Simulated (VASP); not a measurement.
# Mg2GaCu2 (I4/mmm) in VASP: single point with r2SCAN

Aim: the single point of Mg2GaCu2 with r2SCAN.

All numbers are computed with VASP 6.6.1; they aren't measurements. Logs are shortened: lines on timing, memory, paths and dates and some standing lists are left out, and cuts for length are marked.

**1. The cell of the first run**

It takes space group I4/mmm (No. 139, tetragonal). Conventional cell: a = 3.896 Å, b = 3.896 Å, c = 9.573 Å, α = 90.00°, β = 90.00°, γ = 90.00°. Mg (site symmetry 4mm) has 1 Mg at 2.14 Å and 4 Cu at 2.35 Å within 2.8 Å. Cu (site symmetry -4m2) has 4 Mg at 2.35 Å and 4 Cu at 2.76 Å and 4 Ga at 3.09 Å within 3.1 Å. Ga (site symmetry 4/mmm) has 10 Mg at 2.96 to 3.71 Å and 8 Cu at 3.09 Å and 4 Ga at 3.90 Å within 3.9 Å.

**2. Single point, r2SCAN**

Contents of POSCAR:

```
Mg2GaCu2
1.0
    0.0000000000      3.8964100000      0.0000000000
    3.8964100000      0.0000000000      0.0000000000
    1.9482050000      1.9482050000     -4.7865600000
Mg Cu Ga
2 2 1
Direct
    0.3880000000      0.3880000000      0.2240000000
    0.6120000000      0.6120000000      0.7760000000
    0.7500000000      0.2500000000      0.5000000000
    0.2500000000      0.7500000000      0.5000000000
    0.0000000000      0.0000000000      0.0000000000
```

Contents of INCAR.step1:

```
SYSTEM = Mg2GaCu2
PREC = Accurate ; ENCUT = 520
ISMEAR = -1 ; SIGMA = 0.0153
LREAL = .False. ; LASPH = .True.
NELM = 60 ; NBANDS = 28
GGA = PE ; ALGO = Normal
EDIFF = 1E-4 ; LWAVE = .True.
LCHARG = .False.
```

Contents of INCAR.step2:

```
SYSTEM = Mg2GaCu2
PREC = Accurate ; ENCUT = 520
EDIFF = 1E-6 ; ISMEAR = -1
SIGMA = 0.0153 ; LREAL = .False.
LASPH = .True. ; NELM = 60
ALGO = Normal ; ISIF = 2
LWAVE = .False. ; LCHARG = .True.
METAGGA = R2SCAN ; LMIXTAU = .True.
LELF = .True. ; LVHAR = .True.
NBANDS = 28 ; ISTART = 1
```

Contents of KPOINTS:

```
regular mesh
0
Gamma
  9 9 9
  0 0 0
```

Potentials or basis: VASP PAW PBE potentials, release 64 (Mg, Cu, Ga_d).

Command:

```
> cat potpaw_PBE.64/Mg/POTCAR potpaw_PBE.64/Cu/POTCAR potpaw_PBE.64/Ga_d/POTCAR > POTCAR
> cp INCAR.step1 INCAR
> mpirun -np 1 vasp_std > vasp.out
> cp INCAR.step2 INCAR
> mpirun -np 1 vasp_std > vasp.out
```

OUTCAR:

```text
SYSTEM = Mg2GaCu2
   PREC = Accurate
   ENCUT = 520
   EDIFF = 1E-6
   ISMEAR = -1
   LREAL = .False.
   LASPH = .True.
   NELM = 60
   ISIF = 2
   METAGGA = R2SCAN
   ISTART = 1

 ion  position               nearest neighbor table
   1  0.388  0.388  0.224-   2 2.14   4 2.35   3 2.35   3 2.35   4 2.35   5 2.96   5 2.96   5 2.96
                             5 2.96
   2  0.612  0.612  0.776-   1 2.14   3 2.35   4 2.35   3 2.35   4 2.35   5 2.96   5 2.96   5 2.96
                             5 2.96
   3  0.750  0.250  0.500-   1 2.35   2 2.35   2 2.35   1 2.35   4 2.76   4 2.76   4 2.76   4 2.76

   4  0.250  0.750  0.500-   1 2.35   2 2.35   2 2.35   1 2.35   3 2.76   3 2.76   3 2.76   3 2.76

   5  0.000  0.000  0.000-   1 2.96   2 2.96   2 2.96   2 2.96   1 2.96   1 2.96   2 2.96   1 2.96

  LATTYP: Found a body centered tetragonal cell.
 ALAT       =     3.8964100000
 C/A-ratio  =     2.4569077689

  Lattice vectors:

 A1 = (  -1.9482050000,   1.9482050000,   4.7865600000)
 A2 = (   1.9482050000,  -1.9482050000,   4.7865600000)
 A3 = (   1.9482050000,   1.9482050000,  -4.7865600000)

Analysis of symmetry for initial positions (statically):
=====================================================================
 Subroutine PRICEL returns:
 Original cell was already a primitive cell.

 Routine SETGRP: Setting up the symmetry group for a
 body centered tetragonal supercell.

 Subroutine GETGRP returns: Found 16 space group operations
 (whereof 16 operations were pure point group operations)
 out of a pool of 16 trial point group operations.

The static configuration has the point symmetry D_4h.

Analysis of symmetry for dynamics (positions and initial velocities):
=====================================================================
 Subroutine PRICEL returns:
 Original cell was already a primitive cell.

 Routine SETGRP: Setting up the symmetry group for a
 body centered tetragonal supercell.

 Subroutine GETGRP returns: Found 16 space group operations
 (whereof 16 operations were pure point group operations)
 out of a pool of 16 trial point group operations.

The dynamic configuration has the point symmetry D_4h.

 Subroutine INISYM returns: Found 16 space group operations
 (whereof 16 operations are pure point group operations),
 and found     1 'primitive' translations

----------------------------------------------------------------------------------------

                                     Primitive cell

  volume of cell :      72.6696

  direct lattice vectors                    reciprocal lattice vectors
     0.000000000  3.896410000  0.000000000     0.000000000  0.256646503  0.104459152
     3.896410000  0.000000000  0.000000000     0.256646503  0.000000000  0.104459152
     1.948205000  1.948205000 -4.786560000     0.000000000  0.000000000 -0.208918305

  length of vectors
     3.896410000  3.896410000  5.522876250     0.277090494  0.277090494  0.208918305

  position of ions in fractional coordinates (direct lattice)
     0.388000000  0.388000000  0.224000000
     0.612000000  0.612000000  0.776000000
     0.750000000  0.250000000  0.500000000
     0.250000000  0.750000000  0.500000000
     0.000000000  0.000000000  0.000000000

  ion indices of the primitive-cell ions
   primitive index   ion index
                 1           1
                 2           2
                 3           3
                 4           4
                 5           5

----------------------------------------------------------------------------------------

 KPOINTS: regular mesh

Automatic generation of k-mesh.
 Grid dimensions read from file:
 generate k-points for:    9    9    9

 Generating k-lattice:

  Cartesian coordinates                     Fractional coordinates (reciprocal lattice)
     0.000000000  0.028516278  0.011606572     0.111111111  0.000000000  0.000000000
     0.028516278  0.000000000  0.011606572     0.000000000  0.111111111  0.000000000
     0.000000000  0.000000000 -0.023213145     0.000000000  0.000000000  0.111111111

  Length of vectors
     0.030787833  0.030787833  0.023213145

  Shift w.r.t. Gamma in fractional coordinates (k-lattice)
     0.000000000  0.000000000  0.000000000

 Subroutine IBZKPT returns following result:
 ===========================================

 Found     75 irreducible k-points:

 Following reciprocal coordinates:
            Coordinates               Weight
  0.000000  0.000000  0.000000      1.000000
  0.111111  0.000000 -0.000000      8.000000
  0.222222  0.000000  0.000000      8.000000
  0.333333  0.000000  0.000000      8.000000
  0.444444  0.000000  0.000000      8.000000
  0.111111  0.111111 -0.000000      8.000000
[... 16 lines left out ...]
 -0.333333  0.333333  0.000000      4.000000
  0.444444  0.444444  0.000000      8.000000
 [... further k-points ...]
   k-points           NKPTS =     75   k-points in BZ     NKDIM =     75   number of bands    NBANDS=     28
   number of dos      NEDOS =    301   number of ions     NIONS =      5
   total plane-waves  NPLWV =  37800
   dimension x,y,z NGX =    30 NGY =   30 NGZ =   42
   dimension x,y,z NGXF=    60 NGYF=   60 NGZF=   84
   ions per type =               2   2   1
   NGX,Y,Z   is equivalent  to a cutoff of  12.80, 12.80, 12.64 a.u.
   NGXF,Y,Z  is equivalent  to a cutoff of  25.60, 25.60, 25.29 a.u.
 SYSTEM =  Mg2GaCu2
   PREC   = accura    normal or accurate (medium, high low for compatibility)
   ISTART =      1    job   : 0-new  1-cont  2-samecut
   ICHARG =      0    charge: 1-file 2-atom 10-const
   ISPIN  =      1    spin polarized calculation?
   LNONCOLLINEAR =      F non collinear calculations
   LSORBIT =      F    spin-orbit coupling
   LASPH  =      T    aspherical Exc in radial PAW
   ENCUT  =  520.0 eV  38.22 Ry    6.18 a.u.   7.24  7.24 10.27*2*pi/ulx,y,z
   NELM   =     60;   NELMIN=  2; NELMDL=  0     # of ELM steps
   EDIFF  = 0.1E-05   stopping-criterion for ELM
   LREAL  =      F    real-space projection
   EDIFFG = 0.1E-04   stopping-criterion for IOM
   NSW    =      0    number of steps for IOM
   IBRION =     -1    ionic relax: 0-MD 1-quasi-New 2-CG
   NFREE  =      0    steps in history (QN), initial steepest desc. (CG)
   ISIF   =      2    stress and relaxation
   ISYM   =      2    0-nonsym 1-usesym 2-fastsym
   POTIM  = 0.5000    time-step for ionic-motion
   TEBEG  =    0.0;   TEEND  =   0.0 temperature during run
   PSTRESS=    0.0 pullay stress
   NELECT =      39.0000    total number of electrons
   NUPDOWN=      -1.0000    fix difference up-down
   EMIN   =  10.00;   EMAX   =-10.00  energy-range for DOS
   EFERMI =   0.00;   METHOD = LEGACY
   ISMEAR =    -1;   SIGMA  =   0.02  broadening in eV -4-tet -1-fermi 0-gaus
   EFERMI_NEDOS =   21; number of points for ismear=-14 and -15
   IALGO  =     38    algorithm
   IMIX   =      4    mixing-type and parameters
     AMIX     =   0.40;   BMIX     =  1.00
     AMIX_MAG =   1.60;   BMIX_MAG =  1.00
  volume/ion in A,a.u.               =      14.53        98.08
  Fermi-wavevector in a.u.,A,eV,Ry     =   1.330389  2.514071 24.081439  1.769936
  Thomas-Fermi vector in A             =   2.459480
   LORBIT       =      0    0 simple, 1 ext, 2 COOP (PROOUT), +10 PAW based schemes
   METAGGA = R2SCAN    functional components
   LHFCALC =     F    Hartree Fock is set to
   AEXX    =    0.0000 exact exchange contribution
   IVDW    =     0    specifies the selected vdW correction
   LEPSILON=     F    determine dielectric tensor
   LRPA    =     F    only Hartree local field effects (RPA)
 non-spin polarized calculation
  energy-cutoff  :      520.00
  volume of cell :       72.67
 maximum number of plane-waves:      1979
 NGX is ok and might be reduce to    30
   NGX = 15   NGY = 15   NGZ = 21

 number of electron      38.9999983 magnetization

 Free energy of the ion-electron system (eV)
  ---------------------------------------------------
  ext. energy  EPLUGINS =         0.00000000
  ---------------------------------------------------
  free energy    TOTEN  =       -37.74662678 eV

  energy without entropy =      -37.74558427  energy(sigma->0) =      -37.74610552

 E-fermi :   5.9750     XC(G=0): -12.0013

 val. band max:        5.9591111793   @ k =  -0.2222   0.4444   0.1111
 cond. band min:       5.9766744880   @ k =  -0.1111   0.0000   0.1111
 fundamental gap:      0.0175633087
 Fermi energy:         5.9750134424

 k-point     1 :       0.0000    0.0000    0.0000
  band No.  band energies     occupation
      1      -9.2401      2.00000
      2      -9.2280      2.00000
      3      -9.2242      2.00000
      4      -9.2242      2.00000
      5      -9.2223      2.00000
      6      -4.2172      2.00000
[... 20 lines left out ...]
     27      15.8265      0.00000
     28      15.8265      0.00000

 k-point     2 :       0.1111    0.0000   -0.0000
  band No.  band energies     occupation
      1      -9.2387      2.00000
      2      -9.2262      2.00000
      3      -9.2249      2.00000
      4      -9.2240      2.00000
      5      -9.2238      2.00000
      6      -4.0669      2.00000
[... 20 lines left out ...]
     27      14.2152      0.00000
     28      15.0488      0.00000

 k-point     3 :       0.2222    0.0000    0.0000
  band No.  band energies     occupation
      1      -9.2366      2.00000
      2      -9.2312      2.00000
      3      -9.2278      2.00000
      4      -9.2237      2.00000
      5      -9.2155      2.00000
      6      -3.6204      2.00000
[... 20 lines left out ...]
     27      13.7247      0.00000
     28      14.4445      0.00000

 k-point     4 :       0.3333    0.0000    0.0000
  band No.  band energies     occupation
      1      -9.2374      2.00000
      2      -9.2347      2.00000
      3      -9.2324      2.00000
      4      -9.2234      2.00000
      5      -9.2041      2.00000
      6      -2.8974      2.00000
[... 578 lines left out ...]
     27      16.5582      0.00000
     28      17.4730      0.00000

 k-point    23 :      -0.3333    0.3333    0.0000
  band No.  band energies     occupation
      1      -9.2475      2.00000
      2      -9.2364      2.00000
      3      -9.2335      2.00000
      4      -9.2213      2.00000
      5      -9.1882      2.00000
      6      -1.9843      2.00000
[... 20 lines left out ...]
     27      16.4274      0.00000
     28      17.2104      0.00000

 k-point    24 :       0.4444    0.4444    0.0000
  band No.  band energies     occupation
      1      -9.2566      2.00000
      2      -9.2400      2.00000
      3      -9.2353      2.00000
      4      -9.2163      2.00000
      5      -9.1760      2.00000
      6      -0.1594      2.00000
[... 20 lines left out ...]
     27      16.3660      0.00000
     28      18.1645      0.00000

 [... further k-points ...]
[... 5 lines left out ...]
  --------------------------------------------------------------------------------------
  -------------------------------------------------------------------------------------
  Total        5.3691517      5.3691517     14.7227397      0.0000000     -0.0000000      0.0000000
  in kB      118.3759436    118.3759436    324.5984263      0.0000000     -0.0000000      0.0000000
  external PRESSURE =     187.1167711 kB  Pullay stress =       0.0000000 kB

 VOLUME and BASIS-vectors are now :
 -----------------------------------------------------------------------------
  energy-cutoff  :      520.00
  volume of cell :       72.67
      direct lattice vectors                 reciprocal lattice vectors
     0.000000000  3.896410000  0.000000000     0.000000000  0.256646503  0.104459152
     3.896410000  0.000000000  0.000000000     0.256646503  0.000000000  0.104459152
     1.948205000  1.948205000 -4.786560000     0.000000000  0.000000000 -0.208918305

 POSITION                                       TOTAL-FORCE (eV/Angst)
 -----------------------------------------------------------------------------------
      1.94820      1.94820     -1.07219        -0.000000     -0.000000     -2.205379
      3.89641      3.89641     -3.71437         0.000000      0.000000      2.205379
      1.94820      3.89641     -2.39328        -0.000000      0.000000      0.000000
      3.89641      1.94820     -2.39328         0.000000     -0.000000     -0.000000
      0.00000      0.00000      0.00000         0.000000      0.000000      0.000000
 -----------------------------------------------------------------------------------
    total drift:                                0.000000     -0.000000     -0.000000

  FREE ENERGIE OF THE ION-ELECTRON SYSTEM (eV)
  ---------------------------------------------------
  free  energy   TOTEN  =       -37.7466267789 eV

  energy  without entropy=      -37.7455842703  energy(sigma->0) =      -37.74610552
```

Run time: 4 min. Hardware: 1 thread of Intel Xeon 6975P-C (Granite Rapids), shared host; peak memory 0.31 GiB.

Results:

| Item | Value |
| --- | --- |
| Free energy | -37.7466 eV |
| Pressure | 18.7 GPa |
| Largest force | 2.205 eV/Å |
| Band gap on the k mesh | zero (an odd number of electrons rules out a gap without spin polarisation) |

Forces on the atoms (eV/Å):
```
Mg   0.000  0.000 -2.205
Mg   0.000  0.000  2.205
Cu   0.000  0.000  0.000
Cu   0.000  0.000  0.000
Ga   0.000  0.000  0.000
```

Stress tensor (GPa, compression positive):
```
11.84  0.00  0.00
 0.00 11.84  0.00
 0.00  0.00 32.46
```

Caveat: the cell stands under pressure; the PAW data sets were made with another functional, which shifts forces and pressure a little.
